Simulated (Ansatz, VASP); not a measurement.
## Zn2Cd3O5: VASP beside Ansatz

```
Zn Cd O
1.0
     2.40755   -2.68892   -0.00013
     2.40755    2.68892   -0.00013
    -2.39884    0.00000   10.33918
Zn Cd O
2 3 5
Direct
  0.50671 0.61342 0.69519
  0.38658 0.49329 0.30481
  0.94319 0.05681 0.50000
  0.14334 0.23960 0.89576
  0.76040 0.85666 0.10424
  0.24673 0.07211 0.69726
  0.73829 0.67716 0.88661
  0.32284 0.26171 0.11339
  0.92789 0.75327 0.30274
  0.52411 0.47589 0.50000
```

Alike in both runs: task single point; functional PBE; k mesh 10 × 10 × 4; occupations gaussian, width 0.1 eV; no spin polarisation.

|  | VASP | Ansatz |
| --- | --- | --- |
| version | VASP 6.6.1 | Ansatz 0.2.0 |
| potentials or method | VASP PAW PBE potentials, release 64 (Zn, Cd, O), cutoff 520 eV | scalar-relativistic, plane waves, PAW |
| valence electrons in the cell | 90 | 114 |

```tsv
	VASP	Ansatz	Ansatz less VASP
gap on the k mesh at the Fermi level (eV)	none	none	-
pressure (GPa)	1.1	0.0	-1.15
traceless stress, the component that is largest in VASP (GPa)	0.37	-0.03	-0.397
rms of the force components (eV/Å)	0.016	0.001	-0.0152
```

Atom by atom the forces differ by 0.016 eV/Å (rms over components). A gap of «none» marks a metal or a gap that the smearing closes. With one functional, cell and mesh, what is left measures potentials, basis and numerics. VASP's potentials hold 90 valence electrons a cell and Ansatz's 114, so a difference there can come from the potentials and not from the codes.
